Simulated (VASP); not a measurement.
# Ta (I4/mmm) in VASP: notebook

Ta is run at these levels: PBEsol; tasks: single point.

Everything below comes from runs of VASP 6.6.1. Logs are shortened: lines on timing, memory, paths and dates and some standing lists are left out, and cuts for length are marked.

## 1. The cell of the first run

The structure is tetragonal, space group I4/mmm (No. 139). The conventional cell has a = 3.038 Å, b = 3.038 Å, c = 3.303 Å, α = 90.00°, β = 90.00°, γ = 90.00°. Within 3.6 Å of Ta (site symmetry 4/mmm) lie 14 Ta at 2.71 to 3.30 Å.

## 2. Single point, PBEsol (strain -0.080 along x and y, +0.000 along z)

Input file INCAR:

```
PREC = Accurate
ENCUT = 520
EDIFF = 1E-7
ISMEAR = 0
SIGMA = 0.15
LREAL = F
LASPH = T
NELM = 80
ALGO = Normal
ISIF = 2
LWAVE = F
LCHARG = F
GGA = PS
NBANDS = 12
```

Input file KPOINTS:

```
Automatic mesh
0
Gamma
  20 20 20
```

Input file POSCAR:

```
Ta
1.0
   -1.5191776000      1.5191776000      1.6512800000
    1.5191776000     -1.5191776000      1.6512800000
    1.5191776000      1.5191776000     -1.6512800000
Ta
1
Direct
    0.0000000000      0.0000000000      0.0000000000
```

Potentials or basis: VASP PAW PBE potentials, release 64 (Ta_pv).

Started as:

```
> cat potpaw_PBE.64/Ta_pv/POTCAR > POTCAR
> mpirun -np 1 vasp_std > vasp.out
```

OUTCAR:

```text
PREC = Accurate
   ENCUT = 520
   EDIFF = 1E-7
   ISMEAR = 0
   LREAL = F
   LASPH = T
   NELM = 80
   ISIF = 2
   GGA = PS

 ion  position               nearest neighbor table
   1  0.000  0.000  0.000-

  LATTYP: Found a body centered tetragonal cell.
 ALAT       =     3.0383552000
 C/A-ratio  =     1.0869565217

  Lattice vectors:

 A1 = (  -1.5191776000,   1.5191776000,   1.6512800000)
 A2 = (   1.5191776000,  -1.5191776000,   1.6512800000)
 A3 = (   1.5191776000,   1.5191776000,  -1.6512800000)

Analysis of symmetry for initial positions (statically):
=====================================================================
 Subroutine PRICEL returns:
 Original cell was already a primitive cell.

 Routine SETGRP: Setting up the symmetry group for a
 body centered tetragonal supercell.

 Subroutine GETGRP returns: Found 16 space group operations
 (whereof 16 operations were pure point group operations)
 out of a pool of 16 trial point group operations.

The static configuration has the point symmetry D_4h.

Analysis of symmetry for dynamics (positions and initial velocities):
=====================================================================
 Subroutine PRICEL returns:
 Original cell was already a primitive cell.

 Routine SETGRP: Setting up the symmetry group for a
 body centered tetragonal supercell.

 Subroutine GETGRP returns: Found 16 space group operations
 (whereof 16 operations were pure point group operations)
 out of a pool of 16 trial point group operations.

The dynamic configuration has the point symmetry D_4h.

 Subroutine INISYM returns: Found 16 space group operations
 (whereof 16 operations are pure point group operations),
 and found     1 'primitive' translations

----------------------------------------------------------------------------------------

                                     Primitive cell

  volume of cell :      15.2440

  direct lattice vectors                    reciprocal lattice vectors
    -1.519177600  1.519177600  1.651280000     0.000000000  0.329125443  0.302795407
     1.519177600 -1.519177600  1.651280000     0.329125443  0.000000000  0.302795407
     1.519177600  1.519177600 -1.651280000     0.329125443  0.329125443  0.000000000

  length of vectors
     2.709709726  2.709709726  2.709709726     0.447223228  0.447223228  0.465453665

  position of ions in fractional coordinates (direct lattice)
     0.000000000  0.000000000  0.000000000

  ion indices of the primitive-cell ions
   primitive index   ion index
                 1           1

----------------------------------------------------------------------------------------

 KPOINTS: Automatic mesh

Automatic generation of k-mesh.
 Grid dimensions read from file:
 generate k-points for:   20   20   20

 Generating k-lattice:

  Cartesian coordinates                     Fractional coordinates (reciprocal lattice)
     0.000000000  0.016456272  0.015139770     0.050000000 -0.000000000  0.000000000
     0.016456272  0.000000000  0.015139770    -0.000000000  0.050000000  0.000000000
     0.016456272  0.016456272  0.000000000     0.000000000  0.000000000  0.050000000

  Length of vectors
     0.022361161  0.022361161  0.023272683

  Shift w.r.t. Gamma in fractional coordinates (k-lattice)
     0.000000000  0.000000000  0.000000000

 Subroutine IBZKPT returns following result:
 ===========================================

 Found    641 irreducible k-points:

 Following reciprocal coordinates:
            Coordinates               Weight
  0.000000  0.000000  0.000000      1.000000
  0.050000  0.000000 -0.000000      8.000000
  0.100000  0.000000 -0.000000      8.000000
  0.150000  0.000000  0.000000      8.000000
  0.200000  0.000000 -0.000000      8.000000
  0.250000  0.000000 -0.000000      8.000000
[... 16 lines left out ...]
 -0.400000  0.050000  0.000000     16.000000
 -0.350000  0.050000  0.000000     16.000000
 [... further k-points ...]
   k-points           NKPTS =    641   k-points in BZ     NKDIM =    641   number of bands    NBANDS=     12
   number of dos      NEDOS =    301   number of ions     NIONS =      1
   total plane-waves  NPLWV =   8000
   dimension x,y,z NGX =    20 NGY =   20 NGZ =   20
   dimension x,y,z NGXF=    40 NGYF=   40 NGZF=   40
   ions per type =               1
   NGX,Y,Z   is equivalent  to a cutoff of  12.27, 12.27, 12.27 a.u.
   NGXF,Y,Z  is equivalent  to a cutoff of  24.54, 24.54, 24.54 a.u.
 SYSTEM =  unknown system
   PREC   = accura    normal or accurate (medium, high low for compatibility)
   ISTART =      0    job   : 0-new  1-cont  2-samecut
   ICHARG =      2    charge: 1-file 2-atom 10-const
   ISPIN  =      1    spin polarized calculation?
   LNONCOLLINEAR =      F non collinear calculations
   LSORBIT =      F    spin-orbit coupling
   LASPH  =      T    aspherical Exc in radial PAW
   ENCUT  =  520.0 eV  38.22 Ry    6.18 a.u.   5.04  5.04  5.04*2*pi/ulx,y,z
[... 18 lines left out ...]
   IALGO  =     38    algorithm
   IMIX   =      4    mixing-type and parameters
     AMIX     =   0.40;   BMIX     =  1.00
     AMIX_MAG =   1.60;   BMIX_MAG =  1.00
  volume/ion in A,a.u.               =      15.24       102.87
  Fermi-wavevector in a.u.,A,eV,Ry     =   1.468384  2.774844 29.336243  2.156153
  Thomas-Fermi vector in A             =   2.583889
   LORBIT       =      0    0 simple, 1 ext, 2 COOP (PROOUT), +10 PAW based schemes
   GGA     = PS    functional components
   LHFCALC =     F    Hartree Fock is set to
   AEXX    =    0.0000 exact exchange contribution
   IVDW    =     0    specifies the selected vdW correction
   LEPSILON=     F    determine dielectric tensor
   LRPA    =     F    only Hartree local field effects (RPA)
 non-spin polarized calculation
 Gauss-broadening in eV      SIGMA  =   0.15
  energy-cutoff  :      520.00
  volume of cell :       15.24
 maximum number of plane-waves:       426
   NGX = 11   NGY = 11   NGZ = 11

 number of electron      11.0000000 magnetization

 Free energy of the ion-electron system (eV)
  ---------------------------------------------------
  ext. energy  EPLUGINS =         0.00000000
  ---------------------------------------------------
  free energy    TOTEN  =       -12.23994970 eV

  energy without entropy =      -12.22674569  energy(sigma->0) =      -12.23334770

 E-fermi :   6.7844     XC(G=0): -13.6058

 val. band max:        6.7794854956   @ k =  -0.0500   0.1500   0.0500
 cond. band min:       6.7974707112   @ k =  -0.2000   0.2500   0.0500
 fundamental gap:      0.0179852157
 Fermi energy:         6.7844291771

 k-point     1 :       0.0000    0.0000    0.0000
  band No.  band energies     occupation
      1     -25.5963      2.00000
      2     -25.5867      2.00000
      3     -25.5867      2.00000
      4      -1.7779      2.00000
      5       7.1088      0.00223
      6       7.1088      0.00223
      7       8.3261      0.00000
      8      10.3903      0.00000
      9      12.0982      0.00000
     10      21.5989      0.00000
     11      21.9786      0.00000
     12      23.2349      0.00000

 k-point     2 :       0.0500    0.0000   -0.0000
  band No.  band energies     occupation
      1     -25.6478      2.00000
      2     -25.6014      2.00000
      3     -25.5916      2.00000
      4      -1.6408      2.00000
      5       7.0926      0.00367
      6       7.1408      0.00078
      7       8.3376      0.00000
      8      10.2942      0.00000
      9      12.0256      0.00000
     10      21.8734      0.00000
     11      21.9783      0.00000
     12      23.4620      0.00000

 k-point     3 :       0.1000    0.0000   -0.0000
  band No.  band energies     occupation
      1     -25.8082      2.00000
      2     -25.6437      2.00000
      3     -25.5925      2.00000
      4      -1.2453      2.00000
      5       7.0188      0.02715
      6       7.1335      0.00100
      7       8.4906      0.00000
      8      10.0775      0.00000
      9      11.8680      0.00000
     10      21.9778      0.00000
     11      22.5199      0.00000
     12      24.1320      0.00000
[... 286 lines left out ...]
 k-point    23 :      -0.4000    0.0500    0.0000
  band No.  band energies     occupation
      1     -27.3399      2.00000
      2     -26.0889      2.00000
      3     -25.6256      2.00000
      4       1.7211      2.00000
      5       5.3941      2.00000
      6       7.3931      0.00000
      7      10.4095      0.00000
      8      12.5659      0.00000
      9      14.1235      0.00000
     10      20.7889      0.00000
     11      21.9054      0.00000
     12      22.6699      0.00000

 k-point    24 :      -0.3500    0.0500    0.0000
  band No.  band energies     occupation
      1     -27.1122      2.00000
      2     -26.0152      2.00000
      3     -25.6260      2.00000
      4       1.5974      2.00000
      5       5.6636      2.00000
      6       6.7200      1.45674
      7      10.2418      0.00000
      8      12.2494      0.00000
      9      12.8152      0.00000
     10      21.6309      0.00000
     11      21.9683      0.00000
     12      23.9275      0.00000

 [... further k-points ...]

------------------------ aborting loop because EDIFF is reached ----------------------------------------

  FORCE on cell =-STRESS in cart. coord.  units (eV):
  Direction    XX          YY          ZZ          XY          YZ          ZX
  --------------------------------------------------------------------------------------
  -------------------------------------------------------------------------------------
  Total        4.4224826      4.4224826      3.0613845      0.0000000      0.0000000      0.0000000
  in kB      464.8136895    464.8136895    321.7589633      0.0000000      0.0000000      0.0000000
  external PRESSURE =     417.1287808 kB  Pullay stress =       0.0000000 kB

 VOLUME and BASIS-vectors are now :
 -----------------------------------------------------------------------------
  energy-cutoff  :      520.00
  volume of cell :       15.24
      direct lattice vectors                 reciprocal lattice vectors
    -1.519177600  1.519177600  1.651280000     0.000000000  0.329125443  0.302795407
     1.519177600 -1.519177600  1.651280000     0.329125443  0.000000000  0.302795407
     1.519177600  1.519177600 -1.651280000     0.329125443  0.329125443  0.000000000

 POSITION                                       TOTAL-FORCE (eV/Angst)
 -----------------------------------------------------------------------------------
      0.00000      0.00000      0.00000        -0.000000      0.000000     -0.000000
 -----------------------------------------------------------------------------------
    total drift:                                0.000000     -0.000000      0.000000

  FREE ENERGIE OF THE ION-ELECTRON SYSTEM (eV)
  ---------------------------------------------------
  free  energy   TOTEN  =       -12.2399497044 eV

  energy  without entropy=      -12.2267456874  energy(sigma->0) =      -12.23334770
```

It took 2.2 min on 1 thread of AMD EPYC 7R13, shared host; peak memory 0.22 GiB.

Results:

```
Free energy            : -12.2399 eV
Pressure               : 41.7 GPa
Band gap on the k mesh : zero (an odd number of electrons rules out a gap without spin polarisation)
```

Caveat: the cell differs from its parent crystal (strain -0.080 along x and y, +0.000 along z); the stress differs along the axes, from 32 to 46 GPa; the PAW data sets were made with another functional, which shifts forces and pressure a little; spin-orbit coupling is left out, which moves the levels of the heavy elements.

## 3. Single point, PBEsol (strain -0.080 along x and y, +0.040 along z)

Input file INCAR:

```
PREC = Accurate
ENCUT = 520
EDIFF = 1E-6
ISMEAR = 0
SIGMA = 0.15
LREAL = False
LASPH = True
NELM = 80
ALGO = Fast
ISIF = 2
LWAVE = False
LCHARG = False
GGA = PS
NBANDS = 12
```

KPOINTS is that of step 2.

Input file POSCAR:

```
Ta
1.0
   -1.5191776000      1.5191776000      1.7173312000
    1.5191776000     -1.5191776000      1.7173312000
    1.5191776000      1.5191776000     -1.7173312000
Ta
1
Direct
    0.0000000000      0.0000000000      0.0000000000
```

Potentials or basis: VASP PAW PBE potentials, release 64 (Ta_pv).

Started as:

```
> cat potpaw_PBE.64/Ta_pv/POTCAR > POTCAR
> mpirun -np 1 vasp_std > vasp.out
```

Wall time 2.6 min (1 thread of AMD EPYC 7R13, shared host); peak memory 0.22 GiB.

It converged, with:

* Free energy: -12.3342 eV
* Pressure: 29.7 GPa
* Band gap on the k mesh: zero (an odd number of electrons rules out a gap without spin polarisation)

Stress tensor (GPa, compression positive):
```
35.67  0.00  0.00
 0.00 35.67  0.00
 0.00  0.00 17.69
```

Levels at points of the mesh, in eV from the Fermi level:
```csv
k point,band 2,band 3,band 4,band 5,band 6,band 7,band 8,band 9
"(0.00, 0.00, 0.00)",-32.58,-32.58,-8.48,0.23,0.23,1.89,3.04,5.30
"(0.50, 0.00, 0.00)",-33.06,-32.61,-5.07,-1.36,1.95,2.84,5.96,8.68
"(0.50, 0.50, 0.00)",-33.25,-32.75,-5.12,-3.09,2.96,5.92,6.44,9.25
"(0.50, 0.50, 0.50)",-33.63,-33.63,-4.94,-4.48,7.53,7.79,8.10,8.10
```

Caveat: the cell differs from its parent crystal (strain -0.080 along x and y, +0.040 along z); the stress differs along the axes, from 18 to 36 GPa; the PAW data sets were made with another functional, which shifts forces and pressure a little; spin-orbit coupling is left out, which moves the levels of the heavy elements.

## 4. Single point, PBEsol (strain -0.080 along x and y, +0.080 along z)

Input file INCAR:

```
SYSTEM = Ta
PREC = Accurate
ENCUT = 520
EDIFF = 1E-6
ISMEAR = 0
SIGMA = 0.15
LREAL = .FALSE.
LASPH = .TRUE.
NELM = 80
ALGO = Fast
ISIF = 2
LWAVE = .FALSE.
LCHARG = .FALSE.
GGA = PS
NBANDS = 12
```

Input file KPOINTS:

```
regular mesh
0
G
  20 20 20
  0 0 0
```

Input file POSCAR:

```
Ta
1.0
   -1.5191776000      1.5191776000      1.7833824000
    1.5191776000     -1.5191776000      1.7833824000
    1.5191776000      1.5191776000     -1.7833824000
Ta
1
Direct
    0.0000000000      0.0000000000      0.0000000000
```

Started as:

```
> cat potpaw_PBE.64/Ta_pv/POTCAR > POTCAR
> mpirun -np 1 vasp_std > vasp.out
```

It took 2.7 min on 1 thread of AMD EPYC 7R13, shared host; peak memory 0.25 GiB.

It converged, with:

* Free energy: -12.3787 eV
* Pressure: 19.5 GPa
* Band gap on the k mesh: zero (an odd number of electrons rules out a gap without spin polarisation)

Stress tensor (GPa, compression positive):
```
26.16  0.00  0.00
 0.00 26.16  0.00
 0.00  0.00  6.31
```

Levels at points of the mesh, in eV from the Fermi level:
```
           k point  band 2  band 3  band 4  band 5  band 6  band 7  band 8  band 9
(0.00, 0.00, 0.00)  -32.80  -32.80   -8.42    0.17    0.17    2.18    2.52    5.15
(0.50, 0.00, 0.00)  -33.19  -32.84   -4.95   -1.07    1.61    2.22    5.89    8.05
(0.50, 0.50, 0.00)  -33.41  -33.00   -4.97   -3.20    2.86    6.02    6.39    8.75
(0.50, 0.50, 0.50)  -33.67  -33.67   -4.79   -4.21    6.74    7.08    7.75    7.75
```

Caveat: the cell differs from its parent crystal (strain -0.080 along x and y, +0.080 along z); the stress differs along the axes, from 6 to 26 GPa; the PAW data sets were made with another functional, which shifts forces and pressure a little; spin-orbit coupling is left out, which moves the levels of the heavy elements.

## 5. Single point, PBEsol (strain +0.000 along x and y, -0.080 along z)

Input file INCAR:

```
SYSTEM = Ta
  PREC = Accurate
  ENCUT = 520
  EDIFF = 1E-7
  ISMEAR = 0
  SIGMA = 0.15
  LREAL = .FALSE.
  LASPH = .TRUE.
  NELM = 60
  ALGO = Normal
  ISIF = 2
  LWAVE = .FALSE.
  LCHARG = .FALSE.
  GGA = PS
  NBANDS = 12
```

Input file KPOINTS:

```
Automatic mesh
0
G
  20 20 20
  0 0 0
```

Input file POSCAR:

```
Ta
1.0
   -1.6512800000      1.6512800000      1.5191776000
    1.6512800000     -1.6512800000      1.5191776000
    1.6512800000      1.6512800000     -1.5191776000
Ta
1
Direct
    0.0000000000      0.0000000000      0.0000000000
```

Started as:

```
> cat potpaw_PBE.64/Ta_pv/POTCAR > POTCAR
> mpirun -np 1 vasp_std > vasp.out
```

It took 2.3 min on 1 thread of AMD EPYC 7R13, shared host; peak memory 0.25 GiB.

The run converged. Its results:

* Free energy: -12.4753 eV
* Pressure: 15.9 GPa
* Band gap on the k mesh: zero (an odd number of electrons rules out a gap without spin polarisation)

Stress tensor (GPa, compression positive):
```
12.88  0.00  0.00
 0.00 12.88  0.00
 0.00  0.00 21.87
```

Levels at points of the mesh, in eV from the Fermi level:
| k point | band 1 | band 2 | band 3 | band 4 | band 5 | band 6 | band 7 | band 8 | band 9 | band 10 |
| --- | --- | --- | --- | --- | --- | --- | --- | --- | --- | --- |
| (0.00, 0.00, 0.00) | -32.71 | -32.71 | -32.69 | -8.26 | -0.04 | 1.18 | 1.18 | 3.34 | 5.05 | 14.94 |
| (0.50, 0.00, 0.00) | -34.25 | -33.22 | -32.77 | -4.79 | -2.20 | 2.28 | 4.24 | 6.17 | 8.62 | 12.26 |
| (0.50, 0.50, 0.00) | -34.26 | -33.11 | -32.66 | -4.81 | -0.96 | 1.58 | 3.13 | 4.81 | 8.45 | 12.65 |
| (0.50, 0.50, 0.50) | -33.84 | -33.84 | -33.58 | -4.49 | -4.23 | 7.43 | 7.43 | 7.83 | 8.73 | 8.73 |

Caveat: the cell differs from its parent crystal (strain +0.000 along x and y, -0.080 along z); the stress differs along the axes, from 13 to 22 GPa; the PAW data sets were made with another functional, which shifts forces and pressure a little; spin-orbit coupling is left out, which moves the levels of the heavy elements.

## 6. Single point, PBEsol (strain -0.040 along x and y, +0.040 along z)

Input file INCAR:

```
SYSTEM = Ta
PREC = Accurate ; ENCUT = 520
EDIFF = 1E-6 ; ISMEAR = 0
SIGMA = 0.15 ; LREAL = .FALSE.
LASPH = .TRUE. ; NELM = 60
ALGO = Normal ; ISIF = 2
LWAVE = .FALSE. ; LCHARG = .TRUE.
GGA = PS ; LELF = .TRUE.
LVHAR = .TRUE. ; NBANDS = 12
```

KPOINTS is that of step 5.

Input file POSCAR:

```
Ta
1.0
   -1.5852288000      1.5852288000      1.7173312000
    1.5852288000     -1.5852288000      1.7173312000
    1.5852288000      1.5852288000     -1.7173312000
Ta
1
Direct
    0.0000000000      0.0000000000      0.0000000000
```

Potentials or basis: VASP PAW PBE potentials, release 64 (Ta_pv).

Started as:

```
> cat potpaw_PBE.64/Ta_pv/POTCAR > POTCAR
> mpirun -np 1 vasp_std > vasp.out
```

It took 2.2 min on 1 thread of AMD EPYC 7R13, shared host; peak memory 0.25 GiB.

It converged, with:

```
Free energy            : -12.5226 eV
Pressure               : 5.9 GPa
Band gap on the k mesh : zero (an odd number of electrons rules out a gap without spin polarisation)
```

Stress tensor (GPa, compression positive):
```
 9.02  0.00  0.00
 0.00  9.02  0.00
 0.00  0.00 -0.45
```

Levels at points of the mesh, in eV from the Fermi level:
```tsv
k point	band 3	band 4	band 5	band 6	band 7	band 8
(0.00, 0.00, 0.00)	-32.87	-8.12	0.43	0.43	1.43	3.35
(0.50, 0.00, 0.00)	-32.88	-4.61	-1.31	1.62	3.22	5.26
(0.50, 0.50, 0.00)	-32.95	-4.59	-2.36	2.22	4.97	5.62
(0.50, 0.50, 0.50)	-33.73	-4.23	-3.96	6.96	7.31	7.31
```

Caveat: the cell differs from its parent crystal (strain -0.040 along x and y, +0.040 along z); the stress differs along the axes, from -0 to 9 GPa; the PAW data sets were made with another functional, which shifts forces and pressure a little; spin-orbit coupling is left out, which moves the levels of the heavy elements.

## 7. Overview

| cell | gap on the mesh (eV) | pressure (GPa) |
| --- | --- | --- |
| a = 2.710 Å, angles 111.8, 111.8, 104.9°, 1 atom | none | 41.7 |
| a = 2.750 Å, angles 112.9, 112.9, 102.7°, 1 atom | none | 29.7 |
| a = 2.792 Å, angles 114.1, 114.1, 100.6°, 1 atom | none | 19.5 |
| a = 2.786 Å, angles 107.3, 107.3, 113.9°, 1 atom | none | 15.9 |
| a = 2.824 Å, angles 111.7, 111.7, 105.1°, 1 atom | none | 5.9 |

Alike in all rows: task single point; level PBEsol; potentials or basis VASP PAW PBE potentials, release 64 (Ta_pv); no spin polarisation; k mesh 20 × 20 × 20; cutoff (eV) 520; smearing gaussian 0.15 eV.

Caveats: the PAW data sets were made with another functional, which shifts forces and pressure a little; spin-orbit coupling is left out, which moves the levels of the heavy elements; the stress differs along the axes, from 32 to 46 GPa (at least some runs); the stress differs along the axes, from 18 to 36 GPa (at least some runs); the stress differs along the axes, from 6 to 26 GPa (at least some runs); the stress differs along the axes, from 13 to 22 GPa (at least some runs); the stress differs along the axes, from -0 to 9 GPa (at least some runs).

Absolute energies hang on the potentials; compare differences alone.
